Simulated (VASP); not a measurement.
Sb: single point with PBEsol

The system is Sb.

```
CELL_PARAMETERS angstrom
-1.85244 1.85244 1.85244
1.85244 -1.85244 1.85244
1.85244 1.85244 -1.85244
ATOMIC_POSITIONS crystal
Sb 0.00000 0.00000 0.00000
```

```json
{"Program": "VASP 6.6.1", "Task": "single point", "Functional": "PBEsol", "Potentials or basis": "VASP PAW PBE potentials, release 64 (Sb)", "Cutoff": "520 eV", "k mesh": "15 × 15 × 15", "Occupations": "gaussian, width 0.02 eV", "Spin": "no spin polarisation"}
```

The pressure is 1.2 GPa.

Levels at points of the mesh, in eV from the Fermi level:
| k point | band 1 | band 2 | band 3 | band 4 | band 5 | band 6 |
| --- | --- | --- | --- | --- | --- | --- |
| (0.00, 0.00, 0.00) | -13.34 | 5.93 | 5.93 | 5.93 | 10.81 | 10.81 |

It took 8.8 s on 1 thread of Intel Xeon 6975P-C (shared host), peak memory 0.15 GiB.

Caveat: the PAW data sets were made with another functional, which shifts forces and pressure a little; spin-orbit coupling is left out, which moves the levels of the heavy elements.
